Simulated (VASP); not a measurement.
# Al32N31 (a cell with a defect) in VASP: notebook

Runs on Al32N31 (a cell with a defect). Level: PBEsol. Tasks: single point, relaxation of the atoms.

All numbers are computed with VASP 6.6.1; they aren't measurements. Logs are shortened: lines on timing, memory, paths and dates and some standing lists are left out, and cuts for length are marked.

## (1) The cell of the first run

The cell holds a defect, 63 atoms: a = 8.755 Å, b = 8.755 Å, c = 8.755 Å, α = 90.00°, β = 90.00°, γ = 90.00°.

## (2) Single point, PBEsol

Contents of INCAR:

```
PREC = Accurate
ENCUT = 520
EDIFF = 1E-6
ISMEAR = -1
SIGMA = 0.05
LREAL = Auto
LASPH = T
NELM = 120
ALGO = Normal
ISIF = 2
LWAVE = F
LCHARG = F
GGA = PS
NBANDS = 162
NELECT = 248.0
ISYM = -1
GGA_COMPAT = F
```

Contents of KPOINTS:

```
explicit points
1
Reciprocal
  0.25000000   0.25000000   0.25000000 1
```

Contents of POSCAR:

```
Al32N31
1.0
    8.7554440000      0.0000000000      0.0000000000
    0.0000000000      8.7554440000      0.0000000000
    0.0000000000      0.0000000000      8.7554440000
Al N
32 31
Direct
    0.0001940000      0.0005700000      0.0002180000
    0.0029590000      0.0033440000      0.4981510000
    0.0029650000      0.4985110000      0.0030110000
    0.0017460000      0.5002940000      0.4999430000
    0.4981250000      0.0033370000      0.0030110000
    0.4999100000      0.0021220000      0.4999420000
    0.4999020000      0.5002890000      0.0017820000
    0.4735030000      0.4738690000      0.4735180000
    0.2491590000      0.2495430000      0.0001670000
    0.2463310000      0.2467160000      0.4980450000
    0.2464530000      0.7515960000      0.0029670000
    0.2475630000      0.7498540000      0.4999670000
    0.7512140000      0.2468250000      0.0029770000
    0.7494600000      0.2479420000      0.4999790000
    0.7494740000      0.7498550000      0.0019530000
    0.7757740000      0.7761580000      0.4737410000
    0.2491700000      0.0005070000      0.2491940000
    0.2464560000      0.0032950000      0.7512580000
    0.2463250000      0.4983930000      0.2463740000
    0.2475680000      0.5003280000      0.7495020000
    0.7512390000      0.0033050000      0.2464940000
    0.7494720000      0.0023020000      0.7495130000
    0.7494660000      0.5003190000      0.2475990000
    0.7758240000      0.4740110000      0.7758540000
    0.0001300000      0.2495520000      0.2491960000
    0.0029340000      0.2468290000      0.7512670000
    0.0029210000      0.7516280000      0.2465020000
    0.0019040000      0.7498580000      0.7495020000
    0.4979990000      0.2467120000      0.2463840000
    0.4999290000      0.2479500000      0.7495020000
    0.4999390000      0.7498490000      0.2476020000
    0.4736980000      0.7761640000      0.7758320000
    0.1247720000      0.1251900000      0.1248140000
    0.1247810000      0.1251830000      0.6248050000
    0.1247660000      0.6251940000      0.1248100000
    0.1247610000      0.6251590000      0.6247560000
    0.6247770000      0.1251850000      0.1248100000
    0.6247340000      0.1251820000      0.6247550000
    0.6247340000      0.6251520000      0.1247780000
    0.3749220000      0.3753400000      0.1249220000
    0.3741610000      0.3745740000      0.6262220000
    0.3749980000      0.8749760000      0.1245980000
    0.3741550000      0.8757440000      0.6232990000
    0.8745660000      0.3754140000      0.1245760000
    0.8753420000      0.3745560000      0.6232940000
    0.8746010000      0.8750210000      0.1250140000
    0.8753940000      0.8758280000      0.6264380000
    0.3749230000      0.1253030000      0.3749640000
    0.3750000000      0.1249680000      0.8746070000
    0.3741680000      0.6266070000      0.3741910000
    0.3741270000      0.6236640000      0.8753930000
    0.8745730000      0.1249820000      0.3750260000
    0.8745980000      0.1254230000      0.8746320000
    0.8753630000      0.6236710000      0.3741500000
    0.8753700000      0.6268080000      0.8753980000
    0.1248860000      0.3753420000      0.3749570000
    0.1245570000      0.3754170000      0.8746040000
    0.1245600000      0.8749910000      0.3750310000
    0.1249850000      0.8750060000      0.8746290000
    0.6262040000      0.3745730000      0.3741840000
    0.6232710000      0.3745580000      0.8753630000
    0.6232650000      0.8757710000      0.3741620000
    0.6264080000      0.8758180000      0.8754290000
```

Potentials or basis: VASP PAW PBE potentials, release 64 (Al, N).

Command:

```bash
cat potpaw_PBE.64/Al/POTCAR potpaw_PBE.64/N/POTCAR > POTCAR
mpirun -np 1 vasp_std > vasp.out
```

OUTCAR:

```text
PREC = Accurate
   ENCUT = 520
   EDIFF = 1E-6
   ISMEAR = -1
   LREAL = Auto
   LASPH = T
   NELM = 120
   ISIF = 2
   GGA = PS
   NELECT = 248.0
   ISYM = -1

 ion  position               nearest neighbor table
   1  0.000  0.001  0.000-  33 1.89  46 1.90  59 1.90  53 1.90  26 3.07  18 3.07  27 3.07  21 3.07
                            11 3.07  13 3.07   9 3.08  17 3.08  25 3.08  22 3.10  28 3.10  15 3.10
   2  0.003  0.003  0.498-  34 1.87  58 1.89  52 1.89  47 1.94  16 2.82  10 3.01  25 3.07  17 3.07
                            26 3.08  18 3.08  12 3.08  14 3.08  27 3.12  21 3.12  28 3.13  22 3.13
   3  0.003  0.499  0.003-  35 1.87  44 1.89  57 1.89  55 1.94  24 2.82  19 3.01  25 3.07   9 3.07
                            11 3.07  27 3.08  23 3.08  20 3.08  26 3.12  13 3.12  15 3.13  28 3.13
   4  0.002  0.500  0.500-  36 1.88  56 1.89  45 1.90  54 1.90  12 3.07  20 3.07  19 3.08  10 3.08
                            28 3.09  25 3.10  23 3.12  14 3.12  27 3.13  26 3.13  16 3.13  24 3.13
   5  0.498  0.003  0.003-  37 1.87  42 1.89  49 1.89  63 1.94  32 2.82  29 3.01  17 3.07   9 3.07
                            13 3.07  21 3.08  31 3.08  30 3.08  11 3.12  18 3.12  15 3.13  22 3.13
   6  0.500  0.002  0.500-  38 1.88  48 1.89  62 1.90  43 1.90  14 3.07  30 3.07  29 3.08  10 3.08
                            22 3.09  17 3.10  31 3.12  12 3.12  18 3.13  21 3.13  16 3.13  32 3.13
   7  0.500  0.500  0.002-  39 1.88  40 1.89  61 1.90  51 1.90  31 3.07  23 3.07  19 3.08  29 3.08
                            15 3.09   9 3.10  20 3.12  30 3.12  11 3.13  13 3.13  32 3.13  24 3.13
   8  0.474  0.474  0.474-  60 1.82  41 1.82  50 1.82  29 2.82  19 2.82  10 2.82  23 3.13  14 3.13
                            31 3.13  30 3.13  20 3.13  12 3.13
   9  0.249  0.250  0.000-  33 1.89  49 1.90  57 1.90  40 1.90  29 3.07  19 3.07  26 3.07  18 3.07
                             3 3.07   5 3.07   1 3.08  25 3.08  17 3.08  30 3.10  20 3.10   7 3.10
  10  0.246  0.247  0.498-  34 1.87  48 1.89  56 1.89  41 1.94   8 2.82   2 3.01  25 3.07  17 3.07
                            26 3.08  18 3.08   4 3.08   6 3.08  29 3.12  19 3.12  30 3.13  20 3.13
  11  0.246  0.752  0.003-  35 1.87  59 1.89  42 1.89  51 1.94  32 2.82  27 3.02  17 3.07   1 3.07
                             3 3.07  19 3.08  28 3.08  31 3.08  18 3.12   5 3.12  20 3.12   7 3.13
  12  0.248  0.750  0.500-  36 1.88  58 1.89  50 1.90  43 1.90  28 3.07   4 3.07   2 3.08  27 3.08
                            20 3.09  17 3.10   6 3.12  18 3.12  31 3.12  19 3.13   8 3.13  32 3.13
  13  0.751  0.247  0.003-  37 1.87  53 1.89  44 1.89  61 1.94  24 2.82  21 3.02  25 3.07   1 3.07
                             5 3.07  29 3.08  22 3.08  23 3.08  26 3.12   3 3.12  30 3.13   7 3.13
  14  0.749  0.248  0.500-  38 1.88  52 1.89  60 1.90  45 1.90  22 3.07   6 3.07   2 3.08  21 3.08
                            30 3.09  25 3.10   4 3.12  23 3.12  26 3.13  29 3.13   8 3.13  24 3.13
  15  0.749  0.750  0.002-  39 1.88  46 1.89  55 1.90  63 1.90  23 3.07  31 3.07  21 3.08  27 3.08
                             7 3.09   1 3.10   5 3.13   3 3.13  28 3.13  22 3.13  32 3.13  24 3.13
[... 63 lines left out ...]
  62  0.623  0.876  0.374-  16 1.82   6 1.90  31 1.90  21 1.94
  63  0.626  0.876  0.875-  32 1.82  22 1.90  15 1.90   5 1.94

IMPORTANT INFORMATION: All symmetrisations will be switched off!
NOSYMM: (Re-)initialisation of all symmetry stuff for point group C_1.

----------------------------------------------------------------------------------------

                                     Primitive cell

  volume of cell :     671.1731

  direct lattice vectors                    reciprocal lattice vectors
     8.755444000  0.000000000  0.000000000     0.114214653  0.000000000  0.000000000
     0.000000000  8.755444000  0.000000000     0.000000000  0.114214653  0.000000000
     0.000000000  0.000000000  8.755444000     0.000000000  0.000000000  0.114214653

  length of vectors
     8.755444000  8.755444000  8.755444000     0.114214653  0.114214653  0.114214653

  position of ions in fractional coordinates (direct lattice)
     0.000194000  0.000570000  0.000218000
     0.002959000  0.003344000  0.498151000
     0.002965000  0.498511000  0.003011000
     0.001746000  0.500294000  0.499943000
     0.498125000  0.003337000  0.003011000
     0.499910000  0.002122000  0.499942000
[... 55 lines left out ...]
     0.623265000  0.875771000  0.374162000
     0.626408000  0.875818000  0.875429000

  ion indices of the primitive-cell ions
   primitive index   ion index
                 1           1
                 2           2
                 3           3
                 4           4
                 5           5
                 6           6
[... 55 lines left out ...]
                62          62
                63          63

----------------------------------------------------------------------------------------

 KPOINTS: explicit points

Read explicit list of k-points.

 Found      1 k-points:

 Following reciprocal coordinates:
            Coordinates               Weight
  0.250000  0.250000  0.250000      1.000000
   k-points           NKPTS =      1   k-points in BZ     NKDIM =      1   number of bands    NBANDS=    162
   number of dos      NEDOS =    301   number of ions     NIONS =     63
   total plane-waves  NPLWV = 343000
   dimension x,y,z NGX =    70 NGY =   70 NGZ =   70
   dimension x,y,z NGXF=   140 NGYF=  140 NGZF=  140
   ions per type =              32  31
   NGX,Y,Z   is equivalent  to a cutoff of  13.29, 13.29, 13.29 a.u.
   NGXF,Y,Z  is equivalent  to a cutoff of  26.58, 26.58, 26.58 a.u.
 SYSTEM =  unknown system
   PREC   = accura    normal or accurate (medium, high low for compatibility)
   ISTART =      0    job   : 0-new  1-cont  2-samecut
   ICHARG =      2    charge: 1-file 2-atom 10-const
   ISPIN  =      1    spin polarized calculation?
   LNONCOLLINEAR =      F non collinear calculations
   LSORBIT =      F    spin-orbit coupling
   LASPH  =      T    aspherical Exc in radial PAW
   ENCUT  =  520.0 eV  38.22 Ry    6.18 a.u.  16.28 16.28 16.28*2*pi/ulx,y,z
   NELM   =    120;   NELMIN=  2; NELMDL= -5     # of ELM steps
   EDIFF  = 0.1E-05   stopping-criterion for ELM
   LREAL  =      T    real-space projection
   EDIFFG = 0.1E-04   stopping-criterion for IOM
   NSW    =      0    number of steps for IOM
   IBRION =     -1    ionic relax: 0-MD 1-quasi-New 2-CG
   NFREE  =      0    steps in history (QN), initial steepest desc. (CG)
   ISIF   =      2    stress and relaxation
   ISYM   =     -1    0-nonsym 1-usesym 2-fastsym
   POTIM  = 0.5000    time-step for ionic-motion
   TEBEG  =    0.0;   TEEND  =   0.0 temperature during run
   PSTRESS=    0.0 pullay stress
   NELECT =     248.0000    total number of electrons
   NUPDOWN=      -1.0000    fix difference up-down
   EMIN   =  10.00;   EMAX   =-10.00  energy-range for DOS
   EFERMI =   0.00;   METHOD = LEGACY
   ISMEAR =    -1;   SIGMA  =   0.05  broadening in eV -4-tet -1-fermi 0-gaus
   EFERMI_NEDOS =   21; number of points for ismear=-14 and -15
   IALGO  =     38    algorithm
   IMIX   =      4    mixing-type and parameters
     AMIX     =   0.40;   BMIX     =  1.00
     AMIX_MAG =   1.60;   BMIX_MAG =  1.00
  volume/ion in A,a.u.               =      10.65        71.89
  Fermi-wavevector in a.u.,A,eV,Ry     =   1.174755  2.219965 18.776703  1.380049
  Thomas-Fermi vector in A             =   2.311147
   LORBIT       =      0    0 simple, 1 ext, 2 COOP (PROOUT), +10 PAW based schemes
   GGA     = PS    functional components
   LHFCALC =     F    Hartree Fock is set to
   AEXX    =    0.0000 exact exchange contribution
   IVDW    =     0    specifies the selected vdW correction
   LEPSILON=     F    determine dielectric tensor
   LRPA    =     F    only Hartree local field effects (RPA)
 non-spin polarized calculation
  energy-cutoff  :      520.00
  volume of cell :      671.17
 maximum number of plane-waves:     18052
 NGX is ok and might be reduce to    70
   NGX = 33   NGY = 33   NGZ = 33

 number of electron     247.9999938 magnetization

 Free energy of the ion-electron system (eV)
  ---------------------------------------------------
  ext. energy  EPLUGINS =         0.00000000
  ---------------------------------------------------
  free energy    TOTEN  =      -507.90663945 eV

  energy without entropy =     -507.90663939  energy(sigma->0) =     -507.90663942

 E-fermi :   6.5498     XC(G=0): -10.9462

 val. band max:        5.6135354563   @ k =   0.2500   0.2500   0.2500
 cond. band min:       7.4438965624   @ k =   0.2500   0.2500   0.2500
 fundamental gap:      1.8303611061
 Fermi energy:         6.5497604243

 k-point     1 :       0.2500    0.2500    0.2500
  band No.  band energies     occupation
      1      -8.9458      2.00000
      2      -8.4394      2.00000
      3      -8.4393      2.00000
      4      -8.3211      2.00000
      5      -7.9642      2.00000
      6      -7.9641      2.00000
[... 128 lines left out ...]
    135      11.0961      0.00000
    136      11.5275      0.00000
 [bands above 136 left out]

------------------------ aborting loop because EDIFF is reached ----------------------------------------

  FORCE on cell =-STRESS in cart. coord.  units (eV):
  Direction    XX          YY          ZZ          XY          YZ          ZX
  --------------------------------------------------------------------------------------
  -------------------------------------------------------------------------------------
  Total      -20.4246556    -20.4217403    -20.4245247     -1.3739399     -1.4000223     -1.5021144
  in kB      -48.7563067    -48.7493477    -48.7559943     -3.2797731     -3.3420351     -3.5857422
  external PRESSURE =     -48.7538829 kB  Pullay stress =       0.0000000 kB

 VOLUME and BASIS-vectors are now :
 -----------------------------------------------------------------------------
  energy-cutoff  :      520.00
  volume of cell :      671.17
      direct lattice vectors                 reciprocal lattice vectors
     8.755444000  0.000000000  0.000000000     0.114214653  0.000000000  0.000000000
     0.000000000  8.755444000  0.000000000     0.000000000  0.114214653  0.000000000
     0.000000000  0.000000000  8.755444000     0.000000000  0.000000000  0.114214653

 POSITION                                       TOTAL-FORCE (eV/Angst)
 -----------------------------------------------------------------------------------
      0.00170      0.00499      0.00191        -0.013531     -0.008129     -0.013376
      0.02591      0.02928      4.36153        -0.008524     -0.000922     -0.013533
      0.02596      4.36469      0.02636        -0.008679     -0.008688     -0.010740
      0.01529      4.38030      4.37722        -0.020634     -0.009555     -0.012241
      4.36131      0.02922      0.02636        -0.014792     -0.001445     -0.010582
      4.37693      0.01858      4.37721        -0.012883     -0.014984     -0.012849
[... 55 lines left out ...]
      5.45696      7.66776      3.27595        -0.000893      0.011294      0.002508
      5.48448      7.66818      7.66477         0.028071      0.013647      0.019990
 -----------------------------------------------------------------------------------
    total drift:                               -0.003116      0.000306     -0.000226

  FREE ENERGIE OF THE ION-ELECTRON SYSTEM (eV)
  ---------------------------------------------------
  free  energy   TOTEN  =      -507.9066394547 eV

  energy  without entropy=     -507.9066393881  energy(sigma->0) =     -507.90663942
```

It took 2.8 min on 1 thread of Intel Xeon 6975P-C (Granite Rapids), shared host; peak memory 0.7 GiB.

What came out:

```yaml
Free_energy: -507.9066 eV
Largest_force: 0.041 eV/Å
```

Forces in eV/Å, atoms in the order of the input:
```
Al  -0.014 -0.008 -0.013
Al  -0.009 -0.001 -0.014
Al  -0.009 -0.009 -0.011
Al  -0.021 -0.010 -0.012
Al  -0.015 -0.001 -0.011
Al  -0.013 -0.015 -0.013
Al  -0.011 -0.010 -0.022
Al  -0.006  0.000 -0.004
Al  -0.013 -0.009 -0.013
Al  -0.010 -0.005 -0.012
Al  -0.011 -0.010 -0.016
Al  -0.010 -0.006 -0.010
Al  -0.013 -0.004 -0.017
Al  -0.007 -0.006 -0.012
Al  -0.006 -0.003 -0.018
Al  -0.009 -0.006 -0.015
Al  -0.015 -0.007 -0.013
Al  -0.010 -0.010 -0.015
Al  -0.008 -0.008 -0.010
Al  -0.011 -0.007 -0.010
Al  -0.017 -0.009 -0.011
Al  -0.009 -0.008 -0.009
Al  -0.008 -0.006 -0.012
Al  -0.009 -0.006 -0.010
Al  -0.014 -0.009 -0.014
Al  -0.014 -0.006 -0.016
Al  -0.014 -0.013 -0.014
Al  -0.015 -0.004 -0.006
Al  -0.011 -0.006 -0.012
Al  -0.008 -0.007 -0.010
Al  -0.009 -0.006 -0.012
Al  -0.013 -0.006 -0.010
N    0.012  0.007  0.011
N    0.011  0.007  0.013
N    0.012  0.008  0.014
N    0.009  0.007  0.014
N    0.010  0.007  0.014
N    0.011  0.003  0.015
N    0.012  0.007  0.012
N    0.011  0.007  0.016
N    0.008  0.005  0.014
N    0.014  0.010  0.012
N    0.000  0.014 -0.002
N    0.013  0.010  0.014
N    0.020 -0.006 -0.005
N    0.012  0.007  0.013
N    0.018  0.012  0.027
N    0.011  0.009  0.011
N    0.014  0.008  0.014
N    0.008  0.009  0.010
N    0.002 -0.005  0.017
N    0.014  0.008  0.015
N    0.012  0.006  0.012
N    0.015 -0.004  0.004
N    0.022  0.027  0.022
N    0.015  0.007  0.012
N    0.012  0.011  0.014
N    0.013  0.010  0.015
N    0.013  0.008  0.013
N    0.013  0.004  0.009
N   -0.008 -0.006  0.022
N   -0.001  0.011  0.003
N    0.028  0.014  0.020
```

Caveat: the cell carries a net charge on a neutralising background, which shifts energy and pressure; the cell is charged against a uniform background, so pressure and absolute levels hang on convention; the PAW data sets were made with another functional, which shifts forces and pressure a little.

(Part 1 of 2 ends here.)
